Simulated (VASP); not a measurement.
Wanted: the native input for a VASP 6.6.1 run.

| Quantity | Value |
| --- | --- |
| Task | single point |
| Functional | HF |
| Potentials or basis | VASP PAW PBE potentials, release 64 (Li_sv, Cl) |
| Cutoff | 520 eV |
| k mesh | 6 × 6 × 6 |
| Occupations | gaussian, width 0.01 eV |
| Spin | no spin polarisation |
| Dipole correction | no |
| Grid for exact exchange (PRECFOCK) | Normal |
| Further INCAR settings | ALGO = Normal; EDIFF = 1e-06; NBANDS = 12 |
| Share of exact exchange | 1 |

Crystal: LiCl.

```
Li Cl
1.0
     0.00000    2.55603    2.55603
     2.55603    0.00000    2.55603
     2.55603    2.55603    0.00000
Li Cl
1 1
Direct
  0.00000 0.00000 0.00000
  0.50000 0.50000 0.50000
```

The input as run:

POSCAR

```
LiCl
1.0
    0.0000000000      2.5560252152      2.5560252152
    2.5560252152      0.0000000000      2.5560252152
    2.5560252152      2.5560252152      0.0000000000
Li Cl
1 1
Direct
    0.0000000000      0.0000000000      0.0000000000
    0.5000000000      0.5000000000      0.5000000000
```

INCAR.step1

```
SYSTEM = LiCl
ALGO = Normal
EDIFF = 1E-5
ENCUT = 520
GGA = PE
ISIF = 2
ISMEAR = 0
LASPH = .True.
LREAL = .False.
LWAVE = .True.
NBANDS = 12
NELM = 60
PREC = Accurate
SIGMA = 0.01
```

INCAR.step2

```
SYSTEM = LiCl
AEXX = 1.0
AGGAC = 0.0
ALDAC = 0.0
ALGO = Normal
EDIFF = 1E-6
ENCUT = 520
GGA = PE
ISIF = 2
ISMEAR = 0
ISTART = 1
LASPH = .True.
LCHARG = .True.
LELF = .True.
LHFCALC = .True.
LREAL = .False.
LVHAR = .True.
LWAVE = .False.
NBANDS = 12
NELM = 60
PREC = Accurate
PRECFOCK = Normal
SIGMA = 0.01
```

KPOINTS

```
k-points
0
Gamma
  6 6 6
  0 0 0
```

Potentials or basis: VASP PAW PBE potentials, release 64 (Li_sv, Cl).

The run is started by

```sh
$ cat potpaw_PBE.64/Li_sv/POTCAR potpaw_PBE.64/Cl/POTCAR > POTCAR
$ cp INCAR.step1 INCAR
$ mpirun -np 1 vasp_std > vasp.out
$ cp INCAR.step2 INCAR
$ mpirun -np 1 vasp_std > vasp.out
```

It gave:

- Band gap on the k mesh: 15.30 eV

Run time: 19 min on 1 thread of AMD EPYC 7R43 64-Core Processor (Zen 3), on a shared host, peak memory 0.13 GiB.
